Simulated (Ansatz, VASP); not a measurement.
# NaHgF3 in VASP and in Ansatz

```xyz
5
Lattice="4.4988 0.0000 0.0000 0.0000 4.4988 0.0000 0.0000 0.0000 4.5663" Properties=species:S:1:pos:R:3 pbc="T T T"
Na    0.0000    0.0000    0.0000
Hg    2.2494    2.2494    2.2832
F     2.2494    2.2494    0.0000
F     2.2494    0.0000    2.2832
F     0.0000    2.2494    2.2832
```

Change from the starting cell: uniaxial_z strain +1.5%.

Alike in both runs: task single point; functional r2SCAN; k mesh 6 × 6 × 6; no spin polarisation.

|  | VASP | Ansatz |
| --- | --- | --- |
| version | VASP 6.6.1 | Ansatz 0.2.0 |
| potentials or method | VASP PAW PBE potentials, release 64 (Na_pv, Hg, F) | plane waves, PAW |
| plane-wave cutoff (eV) | 520 | 500 |
| occupations | gaussian, width 0.01 eV | fixed |
| valence electrons in the cell | 40 | 50 |

Ansatz gave:

| Quantity | Value |
| --- | --- |
| gap on the k mesh at the Fermi level (eV) | 0.85 |
| pressure (GPa) | -0.9 |
| traceless stress, the component that is largest in VASP (GPa) | -0.59 |

Question: What did VASP give for the same quantities?

Answer: gap on the k mesh at the Fermi level (eV): 0.80; pressure (GPa): -0.4; traceless stress, the component that is largest in VASP (GPa): -0.65.

VASP's potentials were made for PBE, not for r2SCAN. VASP's potentials hold 40 valence electrons a cell and Ansatz's 50, so a difference there can come from the potentials and not from the codes.

Spin-orbit coupling is off throughout.
